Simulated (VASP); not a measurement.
# Hg (P6_3/mmc) in VASP: a series of runs, part 2 of 2

VASP 6.6.1.

## (3) Single point, PBEsol+D3(BJ) (23.08 Å³/atom)

INCAR

```
SYSTEM = Hg
PREC = Accurate ; ENCUT = 520
EDIFF = 1E-7 ; ISMEAR = 0
SIGMA = 0.15 ; LREAL = .FALSE.
LASPH = .TRUE. ; NELM = 100
ALGO = Fast ; ISIF = 2
LWAVE = .FALSE. ; LCHARG = .TRUE.
GGA = PS ; IVDW = 12
LELF = .TRUE. ; LVHAR = .TRUE.
NBANDS = 19
```

KPOINTS

```
Automatic mesh
0
G
  18 18 10
  0 0 0
```

POSCAR

```
Hg
1.0
    3.1945105809      0.0000000000      0.0000000000
   -1.5972552905      2.7665273158      0.0000000000
    0.0000000000      0.0000000000      5.2239831530
Hg
2
Direct
    0.6666666667      0.3333333333      0.7500000000
    0.3333333333      0.6666666667      0.2500000000
```

Potentials or basis: VASP PAW PBE potentials, release 64 (Hg).

Launch:

```sh
> cat potpaw_PBE.64/Hg/POTCAR > POTCAR
> mpirun -np 1 vasp_std > vasp.out
```

OUTCAR:

```text
SYSTEM = Hg
   PREC = Accurate
   ENCUT = 520
   EDIFF = 1E-7
   ISMEAR = 0
   LREAL = .FALSE.
   LASPH = .TRUE.
   NELM = 100
   ISIF = 2
   GGA = PS
   IVDW = 12
 IVDW          = 12

 ion  position               nearest neighbor table
   1  0.667  0.333  0.750-   2 3.20   2 3.20   2 3.20   2 3.20   2 3.20   2 3.20
   2  0.333  0.667  0.250-   1 3.20   1 3.20   1 3.20   1 3.20   1 3.20   1 3.20

  LATTYP: Found a hexagonal cell.
 ALAT       =     3.1945105809
 C/A-ratio  =     1.6353000000

  Lattice vectors:

 A1 = (   3.1945105809,   0.0000000000,   0.0000000000)
 A2 = (  -1.5972552905,   2.7665273158,   0.0000000000)
 A3 = (   0.0000000000,   0.0000000000,   5.2239831530)

Analysis of symmetry for initial positions (statically):
=====================================================================
 Subroutine PRICEL returns:
 Original cell was already a primitive cell.

 Routine SETGRP: Setting up the symmetry group for a
 hexagonal supercell.

 Subroutine GETGRP returns: Found 24 space group operations
 (whereof 12 operations were pure point group operations)
 out of a pool of 24 trial point group operations.

The static configuration has the point symmetry D_3d.
[... 163 lines left out ...]
  energy without entropy =       -1.07184736  energy(sigma->0) =       -1.07672541

 E-fermi :   2.5639     XC(G=0): -11.1736

 val. band max:        2.5591164128   @ k =   0.1667   0.0556   0.0000
 cond. band min:       2.5671054242   @ k =   0.4444   0.0556   0.3000
 fundamental gap:      0.0079890114
 Fermi energy:         2.5639258572

 k-point     1 :       0.0000    0.0000    0.0000
  band No.  band energies     occupation
      1      -6.5520      2.00000
      2      -5.3863      2.00000
      3      -4.3252      2.00000
      4      -4.2439      2.00000
      5      -4.2439      2.00000
      6      -4.1015      2.00000
[... 505 lines left out ...]
      6      -3.9255      2.00000
[... 11 lines left out ...]
     18      13.7741      0.00000
     19      14.6450      0.00000

 [... further k-points ...]

------------------------ aborting loop because EDIFF is reached ----------------------------------------

 Edisp (eV)   -0.86498

 E8    (eV) :    -0.5867

  FORCE on cell =-STRESS in cart. coord.  units (eV):
  Direction    XX          YY          ZZ          XY          YZ          ZX
  --------------------------------------------------------------------------------------
  -------------------------------------------------------------------------------------
  Total      -0.49518    -0.49518    -0.62288     0.00000    -0.00000     0.00000
  in kB     -17.18423   -17.18423   -21.61599     0.00000    -0.00000     0.00000
  external pressure =      -18.66 kB  Pullay stress =        0.00 kB

 VOLUME and BASIS-vectors are now :
 -----------------------------------------------------------------------------
  energy-cutoff  :      520.00
  volume of cell :       46.17
      direct lattice vectors                 reciprocal lattice vectors
     3.194510581  0.000000000  0.000000000     0.313036997  0.180731995  0.000000000
    -1.597255290  2.766527316  0.000000000     0.000000000  0.361463989  0.000000000
     0.000000000  0.000000000  5.223983153     0.000000000  0.000000000  0.191424813

 POSITION                                       TOTAL-FORCE (eV/Angst)
 -----------------------------------------------------------------------------------
      1.59726      0.92218      3.91799         0.000000     -0.000000      0.000000
     -0.00000      1.84435      1.30600        -0.000000      0.000000      0.000000
 -----------------------------------------------------------------------------------
    total drift:                               -0.000000      0.000000     -0.000000

  FREE ENERGIE OF THE ION-ELECTRON SYSTEM (eV)
  ---------------------------------------------------
  free  energy   TOTEN  =        -1.9465837069 eV

  energy  without entropy=       -1.9368276126  energy(sigma->0) =       -1.94170566
```

OSZICAR:

```text
N       E                     dE             d eps       ncg     rms          rms(c)
DAV:   1     0.182664175528E+03    0.18266E+03   -0.12601E+04  8444   0.123E+03
DAV:   2     0.301291747186E+01   -0.17965E+03   -0.17165E+03  8817   0.321E+02
DAV:   3    -0.118253195788E+01   -0.41954E+01   -0.41783E+01  9596   0.539E+01
DAV:   4    -0.118920266204E+01   -0.66707E-02   -0.66691E-02  9256   0.208E+00
DAV:   5    -0.118921158723E+01   -0.89252E-05   -0.89249E-05  9290   0.753E-02    0.552E+00
RMM:   6    -0.109141565398E+01    0.97796E-01   -0.19909E-01  8466   0.375E+00    0.416E+00
RMM:   7    -0.108251457570E+01    0.89011E-02   -0.32460E-02  8727   0.121E+00    0.158E+00
RMM:   8    -0.108157404012E+01    0.94054E-03   -0.42512E-03  8938   0.781E-01    0.971E-02
RMM:   9    -0.108159404762E+01   -0.20008E-04   -0.12778E-04  9302   0.107E-01    0.459E-02
RMM:  10    -0.108160356858E+01   -0.95210E-05   -0.34487E-05  9140   0.726E-02    0.733E-03
RMM:  11    -0.108160338536E+01    0.18322E-06   -0.33194E-06  9379   0.165E-02    0.142E-03
RMM:  12    -0.108160345577E+01   -0.70417E-07   -0.21768E-07  6448   0.541E-03
   1 F= -.19465837E+01 E0= -.19417057E+01  d E =-.975609E-02
```

Run time: 42 s. Hardware: 1 thread of Intel Xeon 6975P-C (Granite Rapids), shared host; peak memory 0.29 GiB.

What came out:

```yaml
Free_energy: -1.9466 eV
Pressure: -1.9 GPa
Band_gap_on_the_k_mesh: zero (bands 12 and 13 overlap by 1.66 eV)
Dispersion_energy_per_atom: -0.432 eV
```

Caveat: the PAW data sets were made with another functional, which shifts forces and pressure a little; spin-orbit coupling is left out, which moves the levels of the heavy elements.

The gap in the log of VASP goes by the Fermi energy; the results here count the filled bands.